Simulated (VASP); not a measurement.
A run of VASP 6.6.1 is set up as follows.

The input INCAR:

```
PREC     = Accurate       # precision mode
ENCUT    = 520            # plane-wave cutoff, eV
EDIFF    = 1E-6           # SCF threshold, eV
ISMEAR   = 0              # smearing method
SIGMA    = 0.03           # smearing width, eV
LREAL    = False          # projectors in reciprocal space
LASPH    = True           # aspherical terms in the spheres
NELM     = 60             # most SCF steps
ALGO     = Normal         # electronic algorithm
ISIF     = 2              # what is computed and relaxed
LWAVE    = False          # write WAVECAR
LCHARG   = True           # write CHGCAR
GGA      = PS             # functional
LELF     = True           # ELF
LVHAR    = True         
NBANDS   = 26             # bands
```

Contents of KPOINTS:

```
regular mesh
0
Gamma
  10 10 4
```

The input POSCAR:

```
Si
1.0
    0.0000000000      0.0000000000      3.8373624245
    3.3221878745     -3.3221878745     -1.9186812122
    6.6443757490      6.6443757490      0.0000000000
Si
8
Direct
   -0.0387103404      0.0000000000      0.1787304307
    0.4797114826      0.0000000000      0.6787304307
    0.4797114826      0.0000000000      0.3212695693
   -0.0387103404      0.0000000000      0.8212695693
    0.7355857157      0.6425391386      0.0000000000
    0.4659522806      0.6425391386      0.5000000000
    0.0930465771      0.3574608614      0.0000000000
    0.8234131420      0.3574608614      0.5000000000
```

Potentials or basis: VASP PAW PBE potentials, release 64 (Si).

Command:

```bash
$ cat potpaw_PBE.64/Si/POTCAR > POTCAR
$ mpirun -np 1 vasp_std > vasp.out
```

**Question.** Estimate the pressure.

**Answer.** -1.4 GPa.

**Question.** Estimate the band gap on the k mesh.

**Answer.** Zero (bands 16 and 17 overlap by 0.68 eV).

**Question.** Estimate the largest force.

**Answer.** 1.193 eV/Å.

Stress tensor (GPa, compression positive):
```
-1.45  0.26  0.00
 0.26 -1.45  0.00
 0.00  0.00 -1.27
```

Caveat: the cell differs from its parent crystal (atoms displaced along a vibrational mode); semilocal functionals underestimate gaps, so a narrow gap can read as zero; the PAW data sets were made with another functional, which shifts forces and pressure a little.
